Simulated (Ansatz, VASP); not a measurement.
# HfGe in VASP and in Ansatz

The input INCAR:

```
SYSTEM = HfGe
PREC = Accurate
ENCUT = 500
EDIFF = 1E-6
ISMEAR = 0
SIGMA = 0.05
LREAL = .FALSE.
LASPH = .TRUE.
NELM = 120
ALGO = Normal
ISIF = 2
LWAVE = .FALSE.
LCHARG = .FALSE.
GGA = CA
NBANDS = 19
GGA_COMPAT = .FALSE.
```

File KPOINTS:

```
regular mesh
0
G
  6 6 6
  0 0 0
```

Contents of POSCAR:

```
HfGe
1.0
    3.2687719862      0.0000000000      0.0000000000
    0.0000000000      3.2687719862      0.0000000000
    0.0000000000      0.0000000000      3.2687719862
Hf Ge
1 1
Direct
    0.0000000000      0.0000000000      0.0000000000
    0.5000000000      0.5000000000      0.5000000000
```

Input for Ansatz:

```yaml
crystal:
  lattice:
    - [3.2687719862, 0.0, 0.0]
    - [0.0, 3.2687719862, 0.0]
    - [0.0, 0.0, 3.2687719862]
  atoms:
    - { symbol: Hf, position: [0.0, 0.0, 0.0] }
    - { symbol: Ge, position: [0.5, 0.5, 0.5] }
basis:
  ecutwfc: 420
kpoints:
  mp_grid: { grid: [6, 6, 6] }
hamiltonian:
  xc: lda
scf:
  occupations: { method: gaussian, width: 0.05 }
output:
  forces: true
  stress: true
  eigenvalues: true
```

Alike in both runs: task single point; functional LDA; k mesh 6 × 6 × 6; occupations gaussian, width 0.05 eV; no spin polarisation.

|  | VASP | Ansatz |
| --- | --- | --- |
| version | VASP 6.6.1 | Ansatz 0.2.0 |
| potentials or method | VASP PAW LDA potentials, release 64 (Hf_pv, Ge_d), cutoff 500 eV | scalar-relativistic, plane waves, PAW |
| valence electrons in the cell | 24 | 40 |

|  | VASP | Ansatz | Ansatz less VASP |
| --- | --- | --- | --- |
| gap on the k mesh at the Fermi level (eV) | none | none | - |
| pressure (GPa) | 0.4 | 0.3 | -0.11 |

LDA's correlation is that of Perdew and Zunger in VASP and of Perdew and Wang (1992) in Ansatz. A gap of «none» marks a metal or a gap that the smearing closes. VASP's potentials hold 24 valence electrons a cell and Ansatz's 40, so a difference there can come from the potentials and not from the codes.

Spin-orbit coupling is off throughout.
